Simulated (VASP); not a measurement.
# C (Fd-3m) in VASP: a series of runs

The runs below take C through relaxation of cell and atoms, single point, with PBE.

Program: VASP 6.6.1. These are calculated values, not measurements. Logs are shortened: lines on timing, memory, paths and dates and some standing lists are left out, and cuts for length are marked.

**1. The cell of the first run**

It takes space group Fd-3m (No. 227, cubic). Conventional cell: a = 3.572 Å, b = 3.572 Å, c = 3.572 Å, α = 90.00°, β = 90.00°, γ = 90.00°. C (site symmetry -43m) has 4 C at 1.55 Å within 2.1 Å.

**2. Relaxation of cell and atoms, PBE**

Input file INCAR:

```
SYSTEM = C
ALGO = Normal ; EDIFF = 1E-7
EDIFFG = -0.01 ; ENCUT = 600
GGA = PE ; GGA_COMPAT = .False.
IBRION = 2 ; ISIF = 3
ISMEAR = 0 ; LASPH = .True.
LCHARG = .False. ; LREAL = .False.
LWAVE = .False. ; NELM = 120
NELMIN = 4 ; NSW = 80
PREC = Accurate ; SIGMA = 0.02
```

Input file KPOINTS:

```
k-points
0
Gamma
  12 12 12
  0 0 0
```

Input file POSCAR:

```
C
1.0
    0.0000000000      1.7858181871      1.7858181871
    1.7858181871      0.0000000000      1.7858181871
    1.7858181871      1.7858181871      0.0000000000
C
2
Direct
    0.2500000000      0.2500000000      0.2500000000
    0.0000000000      0.0000000000      0.0000000000
```

Potentials or basis: VASP PAW PBE potentials, release 64 (C).

The run is started by

```console
> cat potpaw_PBE.64/C/POTCAR > POTCAR
> mpirun -np 1 vasp_std > vasp.out
```

OUTCAR:

```text
SYSTEM = C
   EDIFF = 1E-7
   EDIFFG = -0.01
   ENCUT = 600
   GGA = PE
   IBRION = 2
   ISIF = 3
   ISMEAR = 0
   LASPH = .True.
   LREAL = .False.
   NELM = 120
   NELMIN = 4
   NSW = 80
   PREC = Accurate

 ion  position               nearest neighbor table
   1  0.250  0.250  0.250-   2 1.55   2 1.55   2 1.55   2 1.55
   2  0.000  0.000  0.000-   1 1.55   1 1.55   1 1.55   1 1.55

  LATTYP: Found a face centered cubic cell.
 ALAT       =     3.5716363742

  Lattice vectors:

 A1 = (   0.0000000000,   1.7858181871,   1.7858181871)
 A2 = (   1.7858181871,   0.0000000000,   1.7858181871)
 A3 = (   1.7858181871,   1.7858181871,   0.0000000000)

Analysis of symmetry for initial positions (statically):
=====================================================================
 Subroutine PRICEL returns:
 Original cell was already a primitive cell.

 Routine SETGRP: Setting up the symmetry group for a
 face centered cubic supercell.

 Subroutine GETGRP returns: Found 48 space group operations
 (whereof 24 operations were pure point group operations)
 out of a pool of 48 trial point group operations.

The static configuration has the point symmetry T_d .
 The point group associated with its full space group is O_h .

Analysis of symmetry for dynamics (positions and initial velocities):
=====================================================================
 Subroutine PRICEL returns:
 Original cell was already a primitive cell.

 Routine SETGRP: Setting up the symmetry group for a
 face centered cubic supercell.

 Subroutine GETGRP returns: Found 48 space group operations
 (whereof 24 operations were pure point group operations)
 out of a pool of 48 trial point group operations.

The dynamic configuration has the point symmetry T_d .
 The point group associated with its full space group is O_h .

 Subroutine INISYM returns: Found 48 space group operations
 (whereof 24 operations are pure point group operations),
 and found     1 'primitive' translations

----------------------------------------------------------------------------------------

                                     Primitive cell

  volume of cell :      11.3905

  direct lattice vectors                    reciprocal lattice vectors
     0.000000000  1.785818187  1.785818187    -0.279983709  0.279983709  0.279983709
     1.785818187  0.000000000  1.785818187     0.279983709 -0.279983709  0.279983709
     1.785818187  1.785818187  0.000000000     0.279983709  0.279983709 -0.279983709

  length of vectors
[... 89 lines left out ...]
   ISYM   =      2    0-nonsym 1-usesym 2-fastsym
   POTIM  = 0.5000    time-step for ionic-motion
   TEBEG  =    0.0;   TEEND  =   0.0 temperature during run
   PSTRESS=    0.0 pullay stress
   NELECT =       8.0000    total number of electrons
   NUPDOWN=      -1.0000    fix difference up-down
   EMIN   =  10.00;   EMAX   =-10.00  energy-range for DOS
   EFERMI =   0.00;   METHOD = LEGACY
   ISMEAR =     0;   SIGMA  =   0.02  broadening in eV -4-tet -1-fermi 0-gaus
   EFERMI_NEDOS =   21; number of points for ismear=-14 and -15
   IALGO  =     38    algorithm
   IMIX   =      4    mixing-type and parameters
     AMIX     =   0.40;   BMIX     =  1.00
     AMIX_MAG =   1.60;   BMIX_MAG =  1.00
  volume/ion in A,a.u.               =       5.70        38.43
  Fermi-wavevector in a.u.,A,eV,Ry     =   1.455205  2.749939 28.812001  2.117622
  Thomas-Fermi vector in A             =   2.572267
   LORBIT       =      0    0 simple, 1 ext, 2 COOP (PROOUT), +10 PAW based schemes
   GGA     = PE    functional components
   LHFCALC =     F    Hartree Fock is set to
   AEXX    =    0.0000 exact exchange contribution
   IVDW    =     0    specifies the selected vdW correction
   LEPSILON=     F    determine dielectric tensor
   LRPA    =     F    only Hartree local field effects (RPA)
 conjugate gradient relaxation of ions
 non-spin polarized calculation
 Gauss-broadening in eV      SIGMA  =   0.02
  energy-cutoff  :      600.00
  volume of cell :       11.39
 maximum number of plane-waves:       392
   NGX =  9   NGY =  9   NGZ =  9

 number of electron       7.9999999 magnetization

 Free energy of the ion-electron system (eV)
  ---------------------------------------------------
  ext. energy  EPLUGINS =         0.00000000
  ---------------------------------------------------
  free energy    TOTEN  =       -18.19049233 eV

  energy without entropy =      -18.19049233  energy(sigma->0) =      -18.19049233

 E-fermi :   9.8521     XC(G=0): -13.2300

 val. band max:        9.6690644638   @ k =   0.0000   0.0000   0.0000
 cond. band min:      13.8132326051   @ k =   0.3333   0.3333   0.0000
 fundamental gap:      4.1441681413
 Fermi energy:         9.8521114657

 k-point     1 :       0.0000    0.0000    0.0000
  band No.  band energies     occupation
      1     -11.7521      2.00000
      2       9.6691      2.00000
      3       9.6691      2.00000
      4       9.6691      2.00000
      5      15.2480      0.00000
      6      15.2480      0.00000
      7      15.2480      0.00000
      8      22.9062      0.00000
[... 243 lines left out ...]
 k-point    24 :      -0.4167    0.1667    0.0000
  band No.  band energies     occupation
      1      -5.5931      2.00000
      2      -2.8189      2.00000
      3       4.2123      2.00000
      4       6.0956      2.00000
      5      17.1878      0.00000
      6      19.8724      0.00000
      7      20.8205      0.00000
      8      25.0578      0.00000

 [... further k-points ...]

------------------------ aborting loop because EDIFF is reached ----------------------------------------

  FORCE on cell =-STRESS in cart. coord.  units (eV):
  Direction    XX          YY          ZZ          XY          YZ          ZX
  --------------------------------------------------------------------------------------
  -------------------------------------------------------------------------------------
  Total       -0.0017101     -0.0017101     -0.0017101      0.0000000      0.0000000      0.0000000
  in kB       -0.2405442     -0.2405442     -0.2405442      0.0000000      0.0000000      0.0000000
  external PRESSURE =      -0.2405442 kB  Pullay stress =       0.0000000 kB

 VOLUME and BASIS-vectors are now :
 -----------------------------------------------------------------------------
  energy-cutoff  :      600.00
  volume of cell :       11.39
      direct lattice vectors                 reciprocal lattice vectors
     0.000000000  1.785818187  1.785818187    -0.279983709  0.279983709  0.279983709
     1.785818187  0.000000000  1.785818187     0.279983709 -0.279983709  0.279983709
     1.785818187  1.785818187  0.000000000     0.279983709  0.279983709 -0.279983709

 POSITION                                       TOTAL-FORCE (eV/Angst)
 -----------------------------------------------------------------------------------
      0.89291      0.89291      0.89291         0.000000      0.000000      0.000000
      0.00000      0.00000      0.00000        -0.000000     -0.000000     -0.000000
 -----------------------------------------------------------------------------------
    total drift:                                0.000000      0.000000      0.000000

  FREE ENERGIE OF THE ION-ELECTRON SYSTEM (eV)
  ---------------------------------------------------
  free  energy   TOTEN  =       -18.1904923347 eV

  energy  without entropy=      -18.1904923347  energy(sigma->0) =      -18.19049233

 reached required accuracy - stopping structural energy minimisation
```

CONTCAR:

```text
C
   1.00000000000000
     0.0000000000000000    1.7858181871000001    1.7858181871000001
     1.7858181871000001    0.0000000000000000    1.7858181871000001
     1.7858181871000001    1.7858181871000001    0.0000000000000000
  C
     2
Direct
     0.2500000000000000    0.2500000000000000    0.2500000000000000
     0.0000000000000000    0.0000000000000000    0.0000000000000000

  0.00000000E+00  0.00000000E+00  0.00000000E+00
  0.00000000E+00  0.00000000E+00  0.00000000E+00
```

Run time: 4.1 s. Hardware: 1 thread of AMD EPYC 9R45 (Zen 5), shared host; peak memory 0.09 GiB.

What came out:

```yaml
Free_energy: -18.1905 eV
Pressure_after_relaxing: 0.0 GPa
Band_gap_on_the_k_mesh: 4.14 eV (least direct gap 5.58 eV)
```

Final structure:
```yaml
crystal:
  lattice:
    - [0.00000, 1.78582, 1.78582]
    - [1.78582, 0.00000, 1.78582]
    - [1.78582, 1.78582, 0.00000]
  atoms:
    - { symbol: C, position: [0.25000, 0.25000, 0.25000] }
    - { symbol: C, position: [0.00000, 0.00000, 0.00000] }
```

Levels at points of the mesh, in eV from the valence-band top:
| k point | band 2 | band 3 | band 4 | band 5 | band 6 | band 7 |
| --- | --- | --- | --- | --- | --- | --- |
| (0.00, 0.00, 0.00) | 0.00 | 0.00 | 0.00 | 5.58 | 5.58 | 5.58 |
| (0.50, 0.00, 0.00) | -13.33 | -2.79 | -2.79 | 8.44 | 8.44 | 8.79 |
| (0.50, 0.50, 0.00) | -12.74 | -6.27 | -6.27 | 4.75 | 4.75 | 16.74 |

Caveat: the relaxation stopped at its first step, so nothing moved.

**3. Single point, PBE**

Input file INCAR:

```
PREC = Accurate
ENCUT = 520
EDIFF = 1E-6
ISMEAR = 0
SIGMA = 0.1
LREAL = F
LASPH = T
NELM = 60
ALGO = Normal
ISIF = 2
LWAVE = F
LCHARG = F
GGA = PE
NBANDS = 11
```

Input file KPOINTS:

```
Automatic mesh
0
Gamma
  8 8 8
```

POSCAR is that of step 2.

Potentials or basis: VASP PAW PBE potentials, release 64 (C).

The run is started by

```console
> cat potpaw_PBE.64/C/POTCAR > POTCAR
> mpirun -np 1 vasp_std > vasp.out
```

Wall time 3.8 s (1 thread of Intel Xeon 8259CL, shared host); peak memory 0.12 GiB.

The run converged. Its results:

| Quantity | Value |
| --- | --- |
| Free energy | -18.1850 eV |
| Pressure | 0.6 GPa |
| Band gap on the k mesh | 4.12 eV (least direct gap 5.58 eV) |

Levels at points of the mesh, in eV from the valence-band top:
```
           k point  band 1  band 2  band 3  band 4  band 5  band 6  band 7  band 8
(0.00, 0.00, 0.00)  -21.42    0.00    0.00    0.00    5.58    5.58    5.58   13.24
(0.50, 0.00, 0.00)  -15.67  -13.33   -2.79   -2.79    8.44    8.44    8.79   15.66
(0.50, 0.50, 0.00)  -12.73  -12.73   -6.27   -6.27    4.75    4.75   16.75   16.75
```

A k mesh can miss the band edges.
